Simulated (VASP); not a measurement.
Wanted: the native input for a VASP 6.6.1 run.

- Task: single point
- Functional: PBE
- Potentials or basis: VASP PAW PBE potentials, release 64 (Ba_sv, Te)
- Cutoff: 520 eV
- k mesh: 3 × 3 × 1
- Occupations: gaussian, width 0.1 eV
- Spin: no spin polarisation
- Dipole correction: no
- Further INCAR settings: ALGO = Normal; EDIFF = 1e-07; NBANDS = 42

The structure of BaTe lies in POSCAR:

```
BaTe
1.0
    4.9416166450      0.0000000029      0.0000000000
   -2.4708083250      4.2795655489      0.0000000000
    0.0000000000      0.0000000000     16.8018284359
Ba Te
4 4
Direct
    0.6666666667      0.3333333333      0.8771428208
    0.3333333333      0.6666666667      0.1228571792
    0.3333333333      0.6666666667      0.3771428208
    0.6666666667      0.3333333333      0.6228571792
    0.0000000000      0.0000000000      0.0000000000
    0.0000000000      0.0000000000      0.5000000000
    0.6666666667      0.3333333333      0.2500000000
    0.3333333333      0.6666666667      0.7500000000
```

One way to write it, as run:

INCAR

```
PREC     = Accurate       # precision mode
ENCUT    = 520            # plane-wave cutoff, eV
EDIFF    = 1E-7           # SCF threshold, eV
ISMEAR   = 0              # smearing method
SIGMA    = 0.1            # smearing width, eV
LREAL    = False          # projectors in reciprocal space
LASPH    = True           # aspherical terms in the spheres
NELM     = 100            # most SCF steps
ALGO     = Normal         # electronic algorithm
ISIF     = 2              # what is computed and relaxed
LWAVE    = False          # write WAVECAR
LCHARG   = False          # write CHGCAR
GGA      = PE             # functional
NBANDS   = 42             # bands
```

KPOINTS

```
Automatic mesh
0
Gamma
  3 3 1
```

Potentials or basis: VASP PAW PBE potentials, release 64 (Ba_sv, Te).

Launch:

```console
$ cat potpaw_PBE.64/Ba_sv/POTCAR potpaw_PBE.64/Te/POTCAR > POTCAR
$ mpirun -np 1 vasp_std > vasp.out
```

Results of the run:

```yaml
Pressure: 0.4 GPa
Band_gap_on_the_k_mesh: 1.83 eV (least direct gap 2.18 eV)
```

Caveat: the k points lie up to 0.49 Å⁻¹ apart; spin-orbit coupling is left out, which moves the levels of the heavy elements.

It took 78 s on 1 thread of Oxide Virtual Turin-like Processor (shared host), peak memory 0.43 GiB.
